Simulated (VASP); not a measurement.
# TaN (P-6m2) in VASP: a series of runs

The runs below take TaN through single point, with PBEsol.

Everything below comes from runs of VASP 6.6.1. Logs are shortened: lines on timing, memory, paths and dates and some standing lists are left out, and cuts for length are marked.

**1. The cell of the first run**

Symmetry: P-6m2, No. 187, hexagonal system. The conventional cell has a = 3.034 Å, b = 3.034 Å, c = 2.727 Å, α = 90.00°, β = 90.00°, γ = 120.00°. Ta (site symmetry -6m2) has 6 N at 2.22 Å and 2 Ta at 2.73 Å within 2.9 Å. N (site symmetry -6m2) has 6 Ta at 2.22 Å and 2 N at 2.73 Å within 2.9 Å.

**2. Single point, PBEsol**

The input, INCAR:

```
ALGO     = Normal         # electronic algorithm
EDIFF    = 1E-7           # SCF threshold, eV
ENCUT    = 520            # plane-wave cutoff, eV
GGA      = PS             # functional
ISIF     = 2              # what is computed and relaxed
ISMEAR   = 0              # smearing method
LASPH    = T              # aspherical terms in the spheres
LCHARG   = F              # write CHGCAR
LREAL    = F              # projectors in reciprocal space
LWAVE    = F              # write WAVECAR
NBANDS   = 15             # bands
NELM     = 100            # most SCF steps
PREC     = Accurate       # precision mode
SIGMA    = 0.15           # smearing width, eV
```

The input, KPOINTS:

```
k-points
0
Gamma
  18 18 16
```

The input, POSCAR:

```
TaN
1.0
    3.0337000000      0.0000000000      0.0000000000
   -1.5168500000      2.6272612675      0.0000000000
    0.0000000000      0.0000000000      2.7272000000
Ta N
1 1
Direct
    0.3333333333      0.6666666667      0.5000000000
    0.0000000000      0.0000000000      0.0000000000
```

Potentials or basis: VASP PAW PBE potentials, release 64 (Ta_pv, N).

Run with:

```sh
$ cat potpaw_PBE.64/Ta_pv/POTCAR potpaw_PBE.64/N/POTCAR > POTCAR
$ mpirun -np 1 vasp_std > vasp.out
```

OUTCAR:

```text
EDIFF = 1E-7
   ENCUT = 520
   GGA = PS
   ISIF = 2
   ISMEAR = 0
   LASPH = T
   LREAL = F
   NELM = 100
   PREC = Accurate

 ion  position               nearest neighbor table
   1  0.333  0.667  0.500-   2 2.22   2 2.22   2 2.22   2 2.22   2 2.22   2 2.22
   2  0.000  0.000  0.000-   1 2.22   1 2.22   1 2.22   1 2.22   1 2.22   1 2.22

  LATTYP: Found a hexagonal cell.
 ALAT       =     3.0337000000
 C/A-ratio  =     0.8989682566

  Lattice vectors:

 A1 = (   3.0337000000,   0.0000000000,   0.0000000000)
 A2 = (  -1.5168500000,   2.6272612675,   0.0000000000)
 A3 = (   0.0000000000,   0.0000000000,   2.7272000000)

Analysis of symmetry for initial positions (statically):
=====================================================================
 Subroutine PRICEL returns:
 Original cell was already a primitive cell.

 Routine SETGRP: Setting up the symmetry group for a
 hexagonal supercell.

 Subroutine GETGRP returns: Found 12 space group operations
 (whereof 12 operations were pure point group operations)
 out of a pool of 24 trial point group operations.

The static configuration has the point symmetry D_3h.

Analysis of symmetry for dynamics (positions and initial velocities):
=====================================================================
 Subroutine PRICEL returns:
 Original cell was already a primitive cell.

 Routine SETGRP: Setting up the symmetry group for a
 hexagonal supercell.

 Subroutine GETGRP returns: Found 12 space group operations
 (whereof 12 operations were pure point group operations)
 out of a pool of 24 trial point group operations.

The dynamic configuration has the point symmetry D_3h.

 Subroutine INISYM returns: Found 12 space group operations
 (whereof 12 operations are pure point group operations),
 and found     1 'primitive' translations

----------------------------------------------------------------------------------------

                                     Primitive cell

  volume of cell :      21.7367

  direct lattice vectors                    reciprocal lattice vectors
     3.033700000  0.000000000  0.000000000     0.329630484  0.190312249  0.000000000
    -1.516850000  2.627261268  0.000000000     0.000000000  0.380624498  0.000000000
     0.000000000  0.000000000  2.727200000     0.000000000  0.000000000  0.366676445

  length of vectors
     3.033700000  3.033700000  2.727200000     0.380624498  0.380624498  0.366676445

  position of ions in fractional coordinates (direct lattice)
     0.333333333  0.666666667  0.500000000
     0.000000000  0.000000000  0.000000000

  ion indices of the primitive-cell ions
   primitive index   ion index
                 1           1
                 2           2

----------------------------------------------------------------------------------------

 KPOINTS: k-points

Automatic generation of k-mesh.
 Grid dimensions read from file:
 generate k-points for:   18   18   16

 Generating k-lattice:

  Cartesian coordinates                     Fractional coordinates (reciprocal lattice)
     0.018312805  0.010572903  0.000000000     0.055555556 -0.000000000  0.000000000
     0.000000000  0.021145805  0.000000000     0.000000000  0.055555556  0.000000000
     0.000000000  0.000000000  0.022917278     0.000000000  0.000000000  0.062500000

  Length of vectors
     0.021145805  0.021145805  0.022917278

  Shift w.r.t. Gamma in fractional coordinates (k-lattice)
     0.000000000  0.000000000  0.000000000

 Subroutine IBZKPT returns following result:
 ===========================================

 Found    333 irreducible k-points:

 Following reciprocal coordinates:
            Coordinates               Weight
  0.000000  0.000000  0.000000      1.000000
  0.055556  0.000000  0.000000      6.000000
  0.111111  0.000000  0.000000      6.000000
  0.166667 -0.000000  0.000000      6.000000
  0.222222 -0.000000  0.000000      6.000000
  0.277778 -0.000000  0.000000      6.000000
[... 16 lines left out ...]
  0.333333  0.111111  0.000000     12.000000
  0.388889  0.111111  0.000000     12.000000
 [... further k-points ...]
   k-points           NKPTS =    333   k-points in BZ     NKDIM =    333   number of bands    NBANDS=     15
   number of dos      NEDOS =    301   number of ions     NIONS =      2
   total plane-waves  NPLWV =  11520
   dimension x,y,z NGX =    24 NGY =   24 NGZ =   20
   dimension x,y,z NGXF=    48 NGYF=   48 NGZF=   40
   ions per type =               1   1
   NGX,Y,Z   is equivalent  to a cutoff of  13.15, 13.15, 12.19 a.u.
   NGXF,Y,Z  is equivalent  to a cutoff of  26.30, 26.30, 24.38 a.u.
 SYSTEM =  unknown system
   PREC   = accura    normal or accurate (medium, high low for compatibility)
   ISTART =      0    job   : 0-new  1-cont  2-samecut
   ICHARG =      2    charge: 1-file 2-atom 10-const
   ISPIN  =      1    spin polarized calculation?
   LNONCOLLINEAR =      F non collinear calculations
   LSORBIT =      F    spin-orbit coupling
   LASPH  =      T    aspherical Exc in radial PAW
   ENCUT  =  520.0 eV  38.22 Ry    6.18 a.u.   5.64  5.64  5.07*2*pi/ulx,y,z
   NELM   =    100;   NELMIN=  2; NELMDL= -5     # of ELM steps
   EDIFF  = 0.1E-06   stopping-criterion for ELM
   LREAL  =      F    real-space projection
   EDIFFG = 0.1E-05   stopping-criterion for IOM
   NSW    =      0    number of steps for IOM
   IBRION =     -1    ionic relax: 0-MD 1-quasi-New 2-CG
   NFREE  =      0    steps in history (QN), initial steepest desc. (CG)
   ISIF   =      2    stress and relaxation
   ISYM   =      2    0-nonsym 1-usesym 2-fastsym
   POTIM  = 0.5000    time-step for ionic-motion
   TEBEG  =    0.0;   TEEND  =   0.0 temperature during run
   PSTRESS=    0.0 pullay stress
   NELECT =      16.0000    total number of electrons
   NUPDOWN=      -1.0000    fix difference up-down
   EMIN   =  10.00;   EMAX   =-10.00  energy-range for DOS
   EFERMI =   0.00;   METHOD = LEGACY
   ISMEAR =     0;   SIGMA  =   0.15  broadening in eV -4-tet -1-fermi 0-gaus
   EFERMI_NEDOS =   21; number of points for ismear=-14 and -15
   IALGO  =     38    algorithm
   IMIX   =      4    mixing-type and parameters
     AMIX     =   0.40;   BMIX     =  1.00
     AMIX_MAG =   1.60;   BMIX_MAG =  1.00
  volume/ion in A,a.u.               =      10.87        73.34
  Fermi-wavevector in a.u.,A,eV,Ry     =   1.478146  2.793290 29.727563  2.184914
  Thomas-Fermi vector in A             =   2.592463
   LORBIT       =      0    0 simple, 1 ext, 2 COOP (PROOUT), +10 PAW based schemes
   GGA     = PS    functional components
   LHFCALC =     F    Hartree Fock is set to
   AEXX    =    0.0000 exact exchange contribution
   IVDW    =     0    specifies the selected vdW correction
   LEPSILON=     F    determine dielectric tensor
   LRPA    =     F    only Hartree local field effects (RPA)
 non-spin polarized calculation
 Gauss-broadening in eV      SIGMA  =   0.15
  energy-cutoff  :      520.00
  volume of cell :       21.74
 maximum number of plane-waves:       604
 NGX is ok and might be reduce to    24
   NGX = 11   NGY = 11   NGZ = 11

 number of electron      16.0000002 magnetization

 Free energy of the ion-electron system (eV)
  ---------------------------------------------------
  ext. energy  EPLUGINS =         0.00000000
  ---------------------------------------------------
  free energy    TOTEN  =       -23.57619143 eV

  energy without entropy =      -23.57477685  energy(sigma->0) =      -23.57548414

 E-fermi :   8.0333     XC(G=0): -13.4401

 val. band max:        8.0270071889   @ k =   0.0000   0.0000   0.5000
 cond. band min:       8.0623069277   @ k =   0.0556   0.0000   0.3750
 fundamental gap:      0.0352997388
 Fermi energy:         8.0333027410

 k-point     1 :       0.0000    0.0000    0.0000
  band No.  band energies     occupation
      1     -26.6270      2.00000
      2     -26.6270      2.00000
      3     -26.5117      2.00000
      4      -9.7335      2.00000
      5       2.8414      2.00000
      6       2.8414      2.00000
      7       3.9160      2.00000
      8       5.7445      2.00000
      9       9.5613      0.00000
     10      12.0521      0.00000
     11      12.0521      0.00000
     12      12.2356      0.00000
     13      12.2356      0.00000
     14      21.1909      0.00000
     15      21.5354      0.00000

 k-point     2 :       0.0556    0.0000    0.0000
  band No.  band energies     occupation
      1     -26.6535      2.00000
      2     -26.6326      2.00000
      3     -26.5087      2.00000
      4      -9.6729      2.00000
      5       2.6580      2.00000
      6       2.8906      2.00000
      7       3.9914      2.00000
      8       5.6613      2.00000
      9       9.8017      0.00000
     10      11.9143      0.00000
     11      12.0450      0.00000
     12      12.2098      0.00000
     13      12.3202      0.00000
     14      21.1516      0.00000
     15      21.5071      0.00000

 k-point     3 :       0.1111    0.0000    0.0000
  band No.  band energies     occupation
      1     -26.7292      2.00000
      2     -26.6488      2.00000
      3     -26.5003      2.00000
      4      -9.4982      2.00000
      5       2.2104      2.00000
      6       3.0324      2.00000
      7       4.1736      2.00000
      8       5.4345      2.00000
      9      10.4429      0.00000
     10      11.5532      0.00000
     11      12.0311      0.00000
     12      12.1363      0.00000
     13      12.5446      0.00000
     14      21.0554      0.00000
     15      21.4682      0.00000

 k-point     4 :       0.1667   -0.0000    0.0000
  band No.  band energies     occupation
      1     -26.8430      2.00000
      2     -26.6735      2.00000
      3     -26.4873      2.00000
      4      -9.2283      2.00000
      5       1.6544      2.00000
      6       3.2499      2.00000
      7       4.4066      2.00000
      8       5.1176      2.00000
      9      11.0522      0.00000
     10      11.3670      0.00000
     11      12.0260      0.00000
     12      12.0291      0.00000
     13      12.8403      0.00000
     14      20.9693      0.00000
     15      21.4484      0.00000
[... 307 lines left out ...]
 k-point    22 :       0.2778    0.1111    0.0000
  band No.  band energies     occupation
      1     -27.2474      2.00000
      2     -26.8139      2.00000
      3     -26.4341      2.00000
      4      -8.0780      2.00000
      5       0.2071      2.00000
      6       3.6577      2.00000
      7       4.0963      2.00000
      8       5.2261      2.00000
      9      10.0316      0.00000
     10      11.2182      0.00000
     11      12.3680      0.00000
     12      14.0170      0.00000
     13      14.6876      0.00000
     14      21.1336      0.00000
     15      21.4813      0.00000

 k-point    23 :       0.3333    0.1111    0.0000
  band No.  band energies     occupation
      1     -27.3369      2.00000
      2     -26.8451      2.00000
      3     -26.4218      2.00000
      4      -7.7997      2.00000
      5      -0.0315      2.00000
      6       3.6114      2.00000
      7       3.8999      2.00000
      8       5.3848      2.00000
      9      10.1811      0.00000
     10      11.0526      0.00000
     11      12.3543      0.00000
     12      14.1905      0.00000
     13      15.6471      0.00000
     14      20.5788      0.00000
     15      21.4389      0.00000

 k-point    24 :       0.3889    0.1111    0.0000
  band No.  band energies     occupation
      1     -27.3945      2.00000
      2     -26.8655      2.00000
      3     -26.4137      2.00000
      4      -7.6147      2.00000
      5      -0.1714      2.00000
      6       3.5396      2.00000
      7       3.7773      2.00000
      8       5.4810      2.00000
      9      10.4471      0.00000
     10      10.9463      0.00000
     11      12.2285      0.00000
     12      14.2885      0.00000
     13      16.5629      0.00000
     14      19.6371      0.00000
     15      21.4245      0.00000

 [... further k-points ...]
[... 5 lines left out ...]
  --------------------------------------------------------------------------------------
  -------------------------------------------------------------------------------------
  Total       -2.9508091     -2.9508091      4.7757928      0.0000000      0.0000000     -0.0000000
  in kB     -217.4997759   -217.4997759    352.0166262      0.0000000      0.0000000     -0.0000000
  external PRESSURE =     -27.6609752 kB  Pullay stress =       0.0000000 kB

 VOLUME and BASIS-vectors are now :
 -----------------------------------------------------------------------------
  energy-cutoff  :      520.00
  volume of cell :       21.74
      direct lattice vectors                 reciprocal lattice vectors
     3.033700000  0.000000000  0.000000000     0.329630484  0.190312249  0.000000000
    -1.516850000  2.627261268  0.000000000     0.000000000  0.380624498  0.000000000
     0.000000000  0.000000000  2.727200000     0.000000000  0.000000000  0.366676445

 POSITION                                       TOTAL-FORCE (eV/Angst)
 -----------------------------------------------------------------------------------
     -0.00000      1.75151      1.36360         0.000000      0.000000      0.000000
      0.00000      0.00000      0.00000        -0.000000      0.000000      0.000000
 -----------------------------------------------------------------------------------
    total drift:                               -0.000000      0.000000     -0.000000

  FREE ENERGIE OF THE ION-ELECTRON SYSTEM (eV)
  ---------------------------------------------------
  free  energy   TOTEN  =       -23.5761914349 eV

  energy  without entropy=      -23.5747768454  energy(sigma->0) =      -23.57548414
```

It took 32 s on 1 thread of Intel Xeon 6975P-C (Granite Rapids), shared host; peak memory 0.22 GiB.

What came out:

| Item | Value |
| --- | --- |
| Free energy | -23.5762 eV |
| Pressure | -2.8 GPa |
| Band gap on the k mesh | zero (band 8 reaches 8.23 eV, above the bottom of band 9 at 7.99 eV) |

Caveat: the PAW data sets were made with another functional, which shifts forces and pressure a little; spin-orbit coupling is left out, which moves the levels of the heavy elements.

(Part 1 of 2 ends here.)
